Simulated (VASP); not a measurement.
**ZnF2: relaxation of cell and atoms with LDA**

The system is ZnF2.

```
CELL_PARAMETERS angstrom
4.80069 0.00000 0.00000
0.00000 4.80069 0.00000
0.00000 0.00000 3.17548
ATOMIC_POSITIONS crystal
Zn 0.00000 0.00000 0.00000
Zn 0.50000 0.50000 0.50000
F 0.30440 0.30440 0.00000
F 0.19560 0.80440 0.50000
F 0.80440 0.19560 0.50000
F 0.69560 0.69560 0.00000
```

```
Program                : VASP 6.6.1
Task                   : relaxation of cell and atoms
Functional             : LDA
Potentials or basis    : VASP PAW LDA potentials, release 64 (Zn, F)
Cutoff                 : 600 eV
k mesh                 : 6 × 6 × 8
Occupations            : fermi-dirac, width 0.02 eV
Spin                   : no spin polarisation
Dipole correction      : no
Further INCAR settings : ALGO = Normal; EDIFF = 1e-07; IBRION = 2; EDIFFG = -0.005; NSW = 80; ISIF = 3
```

```yaml
Relaxed_volume: 11.08 Å³/atom
Relaxed_cell: a = 4.632 Å, b = 4.632 Å, c = 3.098 Å, α = 90.00°, β = 90.00°, γ = 90.00°
Space_group_after_relaxing_to_0.1_Å: P4_2/mnm (No. 136)
Energy_gained_by_relaxing: 38.6 meV/atom
Ionic_steps: 14
Pressure_after_relaxing: 0.0 GPa
Band_gap_on_the_k_mesh: 3.39 eV
```

Forces on the atoms (eV/Å):
```
Zn   0.000  0.000  0.000
Zn   0.000  0.000  0.000
F   -0.002 -0.002  0.000
F    0.002 -0.002  0.000
F   -0.002  0.002  0.000
F    0.002  0.002  0.000
```

Step by step:
| step | energy change (eV) | largest force (eV/Å) | pressure (GPa) | volume (Å³) |
| --- | --- | --- | --- | --- |
| 1 | 0.0000 | 0.1043 | -10.18 | 73.18 |
| 2 | -0.2100 | 0.1946 | 3.19 | 65.27 |
| 3 | -0.2252 | 0.1223 | -0.10 | 66.76 |
| 4 | -0.2293 | 0.0671 | -0.08 | 66.62 |
| 5 | -0.2310 | 0.0459 | 0.17 | 66.33 |
| 6 | -0.2314 | 0.0120 | 0.11 | 66.42 |
| 7 | -0.2314 | 0.0088 | 0.08 | 66.43 |
| 8 | -0.2315 | 0.0072 | -0.09 | 66.49 |
| 9 | -0.2315 | 0.0069 | -0.08 | 66.50 |
| 10 | -0.2315 | 0.0061 | -0.13 | 66.53 |
| 11 | -0.2316 | 0.0010 | -0.07 | 66.49 |
| 12 | -0.2316 | 0.0011 | -0.08 | 66.48 |
| 13 | -0.2316 | 0.0050 | 0.00 | 66.45 |
| 14 | -0.2316 | 0.0027 | -0.03 | 66.47 |

Final structure:
```
Zn F
1.0
     4.63233    0.00000    0.00000
     0.00000    4.63233    0.00000
     0.00000    0.00000    3.09760
Zn F
2 4
Direct
  0.00000 0.00000 0.00000
  0.50000 0.50000 0.50000
  0.30330 0.30330 0.00000
  0.19670 0.80330 0.50000
  0.80330 0.19670 0.50000
  0.69670 0.69670 0.00000
```

Levels at points of the mesh, in eV from the valence-band top:
```csv
k point,band 23,band 24,band 25,band 26,band 27,band 28,band 29,band 30
"(0.00, 0.00, 0.00)",-1.36,-0.39,-0.39,0.00,3.39,9.37,9.37,9.42
"(0.50, 0.00, 0.00)",-0.69,-0.69,-0.49,-0.49,6.07,6.07,10.31,10.31
"(0.50, 0.50, 0.00)",-1.39,-1.39,-0.41,-0.41,7.09,7.09,8.96,8.96
"(0.00, 0.00, 0.50)",-1.38,-1.38,-1.35,-1.35,8.29,8.29,11.84,11.84
"(0.50, 0.00, 0.50)",-1.46,-1.46,-0.08,-0.08,8.87,8.87,10.17,10.17
"(0.50, 0.50, 0.50)",-1.34,-1.34,-0.85,-0.85,8.12,8.12,11.18,11.18
```

Run time: 22 min on 1 thread of Intel Xeon 8259CL (shared host), peak memory 0.25 GiB.

A k mesh can miss the band edges.
